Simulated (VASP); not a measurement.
# Mg in VASP: notebook

Mg is run at these levels: PBEsol; tasks: single point.

All numbers are computed with VASP 6.6.1; they aren't measurements. Logs are shortened: lines on timing, memory, paths and dates and some standing lists are left out, and cuts for length are marked.

**1. The cell of the first run**

Symmetry: Fm-3m, No. 225, cubic system. The conventional cell has a = 4.492 Å, b = 4.492 Å, c = 4.492 Å, α = 90.00°, β = 90.00°, γ = 90.00°. Mg (site symmetry m-3m) has 12 Mg at 3.18 Å within 4.2 Å.

**2. Single point, PBEsol**

Input file INCAR:

```
  ALGO = Normal
  EDIFF = 1E-6
  ENCUT = 520
  GGA = PS
  ISIF = 2
  ISMEAR = 0
  LASPH = True
  LCHARG = False
  LREAL = False
  LWAVE = False
  NBANDS = 7
  NELM = 100
  PREC = Accurate
  SIGMA = 0.1
```

Input file KPOINTS:

```
k-points
0
Gamma
  22 22 22
```

Input file POSCAR:

```
Mg
1.0
    0.0000000000      2.2460831098      2.2460831098
    2.2460831098      0.0000000000      2.2460831098
    2.2460831098      2.2460831098      0.0000000000
Mg
1
Direct
    0.0000000000      0.0000000000      0.0000000000
```

Potentials or basis: VASP PAW PBE potentials, release 64 (Mg).

Started as:

```sh
$ cat potpaw_PBE.64/Mg/POTCAR > POTCAR
$ mpirun -np 1 vasp_std > vasp.out
```

OUTCAR:

```text
EDIFF = 1E-6
   ENCUT = 520
   GGA = PS
   ISIF = 2
   ISMEAR = 0
   LASPH = True
   LREAL = False
   NELM = 100
   PREC = Accurate

 ion  position               nearest neighbor table
   1  0.000  0.000  0.000-

  LATTYP: Found a face centered cubic cell.
 ALAT       =     4.4921662196

  Lattice vectors:

 A1 = (   0.0000000000,   2.2460831098,   2.2460831098)
 A2 = (   2.2460831098,   0.0000000000,   2.2460831098)
 A3 = (   2.2460831098,   2.2460831098,   0.0000000000)

Analysis of symmetry for initial positions (statically):
=====================================================================
 Subroutine PRICEL returns:
 Original cell was already a primitive cell.

 Routine SETGRP: Setting up the symmetry group for a
 face centered cubic supercell.

 Subroutine GETGRP returns: Found 48 space group operations
 (whereof 48 operations were pure point group operations)
 out of a pool of 48 trial point group operations.

The static configuration has the point symmetry O_h .

Analysis of symmetry for dynamics (positions and initial velocities):
=====================================================================
 Subroutine PRICEL returns:
 Original cell was already a primitive cell.

 Routine SETGRP: Setting up the symmetry group for a
 face centered cubic supercell.

 Subroutine GETGRP returns: Found 48 space group operations
 (whereof 48 operations were pure point group operations)
 out of a pool of 48 trial point group operations.

The dynamic configuration has the point symmetry O_h .

 Subroutine INISYM returns: Found 48 space group operations
 (whereof 48 operations are pure point group operations),
 and found     1 'primitive' translations

----------------------------------------------------------------------------------------

                                     Primitive cell

  volume of cell :      22.6625

  direct lattice vectors                    reciprocal lattice vectors
     0.000000000  2.246083110  2.246083110    -0.222609750  0.222609750  0.222609750
     2.246083110  0.000000000  2.246083110     0.222609750 -0.222609750  0.222609750
     2.246083110  2.246083110  0.000000000     0.222609750  0.222609750 -0.222609750

  length of vectors
     3.176441196  3.176441196  3.176441196     0.385571398  0.385571398  0.385571398

  position of ions in fractional coordinates (direct lattice)
     0.000000000  0.000000000  0.000000000

  ion indices of the primitive-cell ions
   primitive index   ion index
                 1           1

----------------------------------------------------------------------------------------

 KPOINTS: k-points

Automatic generation of k-mesh.
 Grid dimensions read from file:
 generate k-points for:   22   22   22

 Generating k-lattice:

  Cartesian coordinates                     Fractional coordinates (reciprocal lattice)
    -0.010118625  0.010118625  0.010118625     0.045454545  0.000000000  0.000000000
     0.010118625 -0.010118625  0.010118625     0.000000000  0.045454545  0.000000000
     0.010118625  0.010118625 -0.010118625     0.000000000  0.000000000  0.045454545

  Length of vectors
     0.017525973  0.017525973  0.017525973

  Shift w.r.t. Gamma in fractional coordinates (k-lattice)
     0.000000000  0.000000000  0.000000000

 Subroutine IBZKPT returns following result:
 ===========================================

 Found    328 irreducible k-points:

 Following reciprocal coordinates:
            Coordinates               Weight
  0.000000  0.000000  0.000000      1.000000
  0.045455  0.000000  0.000000      8.000000
  0.090909  0.000000  0.000000      8.000000
  0.136364  0.000000  0.000000      8.000000
  0.181818  0.000000  0.000000      8.000000
  0.227273  0.000000  0.000000      8.000000
[... 16 lines left out ...]
  0.500000  0.045455  0.000000     24.000000
 -0.454545  0.045455  0.000000     24.000000
 [... further k-points ...]
   k-points           NKPTS =    328   k-points in BZ     NKDIM =    328   number of bands    NBANDS=      7
   number of dos      NEDOS =    301   number of ions     NIONS =      1
   total plane-waves  NPLWV =  13824
   dimension x,y,z NGX =    24 NGY =   24 NGZ =   24
   dimension x,y,z NGXF=    48 NGYF=   48 NGZF=   48
   ions per type =               1
   NGX,Y,Z   is equivalent  to a cutoff of  12.56, 12.56, 12.56 a.u.
   NGXF,Y,Z  is equivalent  to a cutoff of  25.12, 25.12, 25.12 a.u.
 SYSTEM =  unknown system
   PREC   = accura    normal or accurate (medium, high low for compatibility)
   ISTART =      0    job   : 0-new  1-cont  2-samecut
   ICHARG =      2    charge: 1-file 2-atom 10-const
   ISPIN  =      1    spin polarized calculation?
   LNONCOLLINEAR =      F non collinear calculations
   LSORBIT =      F    spin-orbit coupling
   LASPH  =      T    aspherical Exc in radial PAW
   ENCUT  =  520.0 eV  38.22 Ry    6.18 a.u.   5.91  5.91  5.91*2*pi/ulx,y,z
   NELM   =    100;   NELMIN=  2; NELMDL= -5     # of ELM steps
   EDIFF  = 0.1E-05   stopping-criterion for ELM
   LREAL  =      F    real-space projection
   EDIFFG = 0.1E-04   stopping-criterion for IOM
   NSW    =      0    number of steps for IOM
   IBRION =     -1    ionic relax: 0-MD 1-quasi-New 2-CG
   NFREE  =      0    steps in history (QN), initial steepest desc. (CG)
   ISIF   =      2    stress and relaxation
   ISYM   =      2    0-nonsym 1-usesym 2-fastsym
   POTIM  = 0.5000    time-step for ionic-motion
   TEBEG  =    0.0;   TEEND  =   0.0 temperature during run
   PSTRESS=    0.0 pullay stress
   NELECT =       2.0000    total number of electrons
   NUPDOWN=      -1.0000    fix difference up-down
   EMIN   =  10.00;   EMAX   =-10.00  energy-range for DOS
   EFERMI =   0.00;   METHOD = LEGACY
   ISMEAR =     0;   SIGMA  =   0.10  broadening in eV -4-tet -1-fermi 0-gaus
   EFERMI_NEDOS =   21; number of points for ismear=-14 and -15
   IALGO  =     38    algorithm
   IMIX   =      4    mixing-type and parameters
     AMIX     =   0.40;   BMIX     =  1.00
     AMIX_MAG =   1.60;   BMIX_MAG =  1.00
  volume/ion in A,a.u.               =      22.66       152.93
  Fermi-wavevector in a.u.,A,eV,Ry     =   0.728868  1.377361  7.228080  0.531249
  Thomas-Fermi vector in A             =   1.820449
   LORBIT       =      0    0 simple, 1 ext, 2 COOP (PROOUT), +10 PAW based schemes
   GGA     = PS    functional components
   LHFCALC =     F    Hartree Fock is set to
   AEXX    =    0.0000 exact exchange contribution
   IVDW    =     0    specifies the selected vdW correction
   LEPSILON=     F    determine dielectric tensor
   LRPA    =     F    only Hartree local field effects (RPA)
 non-spin polarized calculation
 Gauss-broadening in eV      SIGMA  =   0.10
  energy-cutoff  :      520.00
  volume of cell :       22.66
 maximum number of plane-waves:       624
   NGX = 11   NGY = 11   NGZ = 11

 number of electron       2.0000000 magnetization

 Free energy of the ion-electron system (eV)
  ---------------------------------------------------
  ext. energy  EPLUGINS =         0.00000000
  ---------------------------------------------------
  free energy    TOTEN  =        -1.71104506 eV

  energy without entropy =       -1.70847356  energy(sigma->0) =       -1.70975931

 E-fermi :   2.6174     XC(G=0):  -8.5750

 val. band max:        2.6159581214   @ k =  -0.3636   0.2727   0.0909
 cond. band min:       2.6364657568   @ k =  -0.4545   0.1818   0.0909
 fundamental gap:      0.0205076354
 Fermi energy:         2.6173522898

 k-point     1 :       0.0000    0.0000    0.0000
  band No.  band energies     occupation
      1      -4.3267      2.00000
      2      15.0722      0.00000
      3      15.0722      0.00000
      4      15.0722      0.00000
      5      17.0755      0.00000
      6      17.0755      0.00000
      7      17.0755      0.00000

 k-point     2 :       0.0455    0.0000    0.0000
  band No.  band energies     occupation
      1      -4.2803      2.00000
      2      14.2041      0.00000
      3      14.9573      0.00000
      4      14.9573      0.00000
      5      17.1414      0.00000
      6      17.2684      0.00000
      7      17.2684      0.00000

 k-point     3 :       0.0909    0.0000    0.0000
  band No.  band energies     occupation
      1      -4.1414      2.00000
      2      12.7506      0.00000
      3      14.7027      0.00000
      4      14.7027      0.00000
      5      16.9887      0.00000
      6      17.7567      0.00000
      7      17.7567      0.00000

 k-point     4 :       0.1364    0.0000    0.0000
  band No.  band energies     occupation
      1      -3.9103      2.00000
      2      11.2415      0.00000
      3      14.4254      0.00000
      4      14.4254      0.00000
      5      16.7704      0.00000
      6      18.4208      0.00000
      7      18.4208      0.00000

 k-point     5 :       0.1818    0.0000    0.0000
  band No.  band energies     occupation
      1      -3.5877      2.00000
      2       9.7578      0.00000
      3      14.1801      0.00000
      4      14.1801      0.00000
      5      16.5482      0.00000
      6      18.3192      0.00000
      7      18.3192      0.00000

 k-point     6 :       0.2273    0.0000    0.0000
  band No.  band energies     occupation
      1      -3.1746      2.00000
      2       8.3239      0.00000
      3      13.9881      0.00000
      4      13.9881      0.00000
      5      16.3584      0.00000
      6      17.5606      0.00000
      7      17.5606      0.00000

 k-point     7 :       0.2727    0.0000    0.0000
  band No.  band energies     occupation
      1      -2.6722      2.00000
      2       6.9508      0.00000
      3      13.8581      0.00000
      4      13.8581      0.00000
      5      16.2216      0.00000
      6      16.8683      0.00000
      7      16.8683      0.00000

 k-point     8 :       0.3182    0.0000    0.0000
  band No.  band energies     occupation
      1      -2.0818      2.00000
      2       5.6448      0.00000
      3      13.7926      0.00000
      4      13.7926      0.00000
      5      16.1475      0.00000
      6      16.2530      0.00000
      7      16.2530      0.00000

 k-point     9 :       0.3636    0.0000    0.0000
  band No.  band energies     occupation
      1      -1.4055      2.00000
      2       4.4104      0.00000
      3      13.7903      0.00000
      4      13.7903      0.00000
      5      15.7224      0.00000
      6      15.7224      0.00000
      7      16.1361      0.00000

 k-point    10 :       0.4091    0.0000    0.0000
  band No.  band energies     occupation
      1      -0.6461      2.00000
      2       3.2517      0.00000
      3      13.8427      0.00000
      4      13.8427      0.00000
      5      15.2877      0.00000
      6      15.2877      0.00000
      7      16.1759      0.00000

 k-point    11 :       0.4545    0.0000    0.0000
  band No.  band energies     occupation
      1       0.1886      2.00000
      2       2.1772      2.00000
      3      13.9245      0.00000
      4      13.9245      0.00000
      5      14.9761      0.00000
      6      14.9761      0.00000
      7      16.2366      0.00000
[... 51 lines left out ...]
 k-point    17 :       0.2273    0.0455    0.0000
  band No.  band energies     occupation
      1      -3.2815      2.00000
      2       8.8249      0.00000
      3      13.3373      0.00000
      4      14.1812      0.00000
      5      16.7312      0.00000
      6      17.0970      0.00000
      7      18.5888      0.00000

 k-point    18 :       0.2727    0.0455    0.0000
  band No.  band energies     occupation
      1      -2.8089      2.00000
      2       7.4341      0.00000
      3      13.1803      0.00000
      4      14.0207      0.00000
      5      16.0468      0.00000
      6      16.9349      0.00000
      7      17.8833      0.00000

 k-point    19 :       0.3182    0.0455    0.0000
  band No.  band energies     occupation
      1      -2.2479      2.00000
      2       6.1074      0.00000
      3      13.0948      0.00000
      4      13.9014      0.00000
      5      15.4395      0.00000
      6      16.8447      0.00000
      7      17.2406      0.00000

 k-point    20 :       0.3636    0.0455    0.0000
  band No.  band energies     occupation
      1      -1.6004      2.00000
      2       4.8501      0.00000
      3      13.0819      0.00000
      4      13.8030      0.00000
      5      14.9541      0.00000
      6      16.6700      0.00000
      7      16.8175      0.00000

 k-point    21 :       0.4091    0.0455    0.0000
  band No.  band energies     occupation
      1      -0.8685      2.00000
      2       3.6667      0.00000
      3      13.1418      0.00000
      4      13.6671      0.00000
      5      14.6564      0.00000
      6      16.1758      0.00000
      7      16.8434      0.00000

 k-point    22 :       0.4545    0.0455    0.0000
  band No.  band energies     occupation
      1      -0.0576      2.00000
      2       2.5631      1.55739
      3      13.2739      0.00000
      4      13.4467      0.00000
      5      14.5968      0.00000
      6      15.7610      0.00000
      7      16.8935      0.00000

 k-point    23 :       0.5000    0.0455    0.0000
  band No.  band energies     occupation
      1       0.7931      2.00000
      2       1.5793      2.00000
      3      13.1923      0.00000
      4      13.4758      0.00000
      5      14.7260      0.00000
      6      15.4291      0.00000
      7      16.9102      0.00000

 k-point    24 :      -0.4545    0.0455    0.0000
  band No.  band energies     occupation
      1       0.5160      2.00000
      2       1.8830      2.00000
      3      12.9664      0.00000
      4      13.7406      0.00000
      5      14.9809      0.00000
      6      15.1875      0.00000
      7      16.8507      0.00000

 [... further k-points ...]

------------------------ aborting loop because EDIFF is reached ----------------------------------------

  FORCE on cell =-STRESS in cart. coord.  units (eV):
  Direction    XX          YY          ZZ          XY          YZ          ZX
  --------------------------------------------------------------------------------------
  -------------------------------------------------------------------------------------
  Total       -0.0026632     -0.0026632     -0.0026632     -0.0000000     -0.0000000     -0.0000000
  in kB       -0.1882845     -0.1882845     -0.1882845     -0.0000000     -0.0000000     -0.0000000
  external PRESSURE =      -0.1882845 kB  Pullay stress =       0.0000000 kB

 VOLUME and BASIS-vectors are now :
 -----------------------------------------------------------------------------
  energy-cutoff  :      520.00
  volume of cell :       22.66
      direct lattice vectors                 reciprocal lattice vectors
     0.000000000  2.246083110  2.246083110    -0.222609750  0.222609750  0.222609750
     2.246083110  0.000000000  2.246083110     0.222609750 -0.222609750  0.222609750
     2.246083110  2.246083110  0.000000000     0.222609750  0.222609750 -0.222609750

 POSITION                                       TOTAL-FORCE (eV/Angst)
 -----------------------------------------------------------------------------------
      0.00000      0.00000      0.00000         0.000000     -0.000000     -0.000000
 -----------------------------------------------------------------------------------
    total drift:                               -0.000000      0.000000      0.000000

  FREE ENERGIE OF THE ION-ELECTRON SYSTEM (eV)
  ---------------------------------------------------
  free  energy   TOTEN  =        -1.7110450576 eV

  energy  without entropy=       -1.7084735644  energy(sigma->0) =       -1.70975931
```

Wall time 13 s (1 thread of Intel Xeon Platinum 8488C (Sapphire Rapids), shared host); peak memory 0.18 GiB.

What came out:

```yaml
Free_energy: -1.7110 eV
Pressure: 0.0 GPa
Band_gap_on_the_k_mesh: zero (band 1 reaches 3.81 eV, above the bottom of band 2 at 1.37 eV)
```

Caveat: the PAW data sets were made with another functional, which shifts forces and pressure a little.

**3. Single point, PBEsol**

This run uses another cell than the first one: it holds 10 atoms, not 1.

Input file INCAR:

```
ALGO     = Fast           # electronic algorithm
EDIFF    = 1E-6           # SCF threshold, eV
ENCUT    = 520            # plane-wave cutoff, eV
GGA      = PS             # functional
ISIF     = 2              # what is computed and relaxed
ISMEAR   = 0              # smearing method
LASPH    = T              # aspherical terms in the spheres
LCHARG   = F              # write CHGCAR
LREAL    = F              # projectors in reciprocal space
LWAVE    = F              # write WAVECAR
NBANDS   = 21             # bands
NELM     = 80             # most SCF steps
PREC     = Accurate       # precision mode
SIGMA    = 0.1            # smearing width, eV
```

Input file KPOINTS:

```
k-points
0
Gamma
  8 12 4
```

Input file POSCAR:

```
Mg
1.0
    4.4453802027      0.0000000000      0.0043949995
    0.0000000000      3.2170770556      0.0000000000
   -0.0173327557      0.0000000000     15.8639207199
Mg
10
Direct
    0.7499742716     -0.0214895151      0.9500234426
    0.2500257284      0.4785104849      0.0499765574
    0.2500953084      1.4844152206      0.4499967221
    0.7499046916      0.9844152206      0.5500032779
    0.2498853104      1.4832497350      0.6499377798
    0.7501146896      0.9832497350      0.3500622202
    0.7500512958     -0.0206840927      0.1499806426
    0.2499398973      0.4815755622      0.2499730167
    0.7500601027      0.9815755622      0.7500269833
    0.2499487042      0.4793159073      0.8500193574
```

Potentials or basis: VASP PAW PBE potentials, release 64 (Mg).

Started as:

```sh
$ cat potpaw_PBE.64/Mg/POTCAR > POTCAR
$ mpirun -np 1 vasp_std > vasp.out
```

It took 11 min on 1 thread of Oxide Virtual Turin-like, shared host; peak memory 0.57 GiB.

The run converged. Its results:

```yaml
Free_energy: -17.1180 eV
Pressure: 0.0 GPa
Largest_force: 0.004 eV/Å
Band_gap_on_the_k_mesh: zero (band 10 reaches 3.91 eV, above the bottom of band 11 at 1.42 eV)
```

Forces in eV/Å, atoms in the order of the input:
```
Mg   0.000  0.001 -0.001
Mg   0.000  0.001  0.001
Mg  -0.001 -0.002  0.000
Mg   0.001 -0.002  0.000
Mg   0.001 -0.001  0.003
Mg  -0.001 -0.001 -0.003
Mg  -0.001  0.003  0.001
Mg   0.002 -0.001  0.001
Mg  -0.002 -0.001 -0.001
Mg   0.001  0.003 -0.001
```

Levels at points of the mesh, in eV from the Fermi level:
```csv
k point,band 7,band 8,band 9,band 10,band 11,band 12,band 13,band 14
"(0.00, 0.00, 0.00)",-1.69,-0.04,0.49,0.49,1.01,1.39,1.40,2.11
"(0.50, 0.00, 0.00)",-2.72,-2.72,-2.72,-2.72,0.16,0.16,0.16,0.16
"(0.00, 0.50, 0.00)",-1.11,-1.11,-1.11,-1.11,1.87,1.87,1.88,1.88
"(0.50, 0.50, 0.00)",-1.17,-1.17,-0.73,-0.73,-0.73,-0.73,0.46,0.46
"(0.00, 0.00, 0.50)",0.09,0.09,0.09,0.09,1.14,1.14,1.16,1.16
"(0.50, 0.00, 0.50)",-3.73,-3.73,-1.65,-1.65,-1.18,-1.18,1.96,1.96
"(0.00, 0.50, 0.50)",-2.07,-2.07,-0.25,-0.25,0.76,0.76,3.36,3.36
"(0.50, 0.50, 0.50)",-1.16,-1.16,-0.49,-0.49,-0.49,-0.49,-0.03,-0.03
```

Caveat: the PAW data sets were made with another functional, which shifts forces and pressure a little.
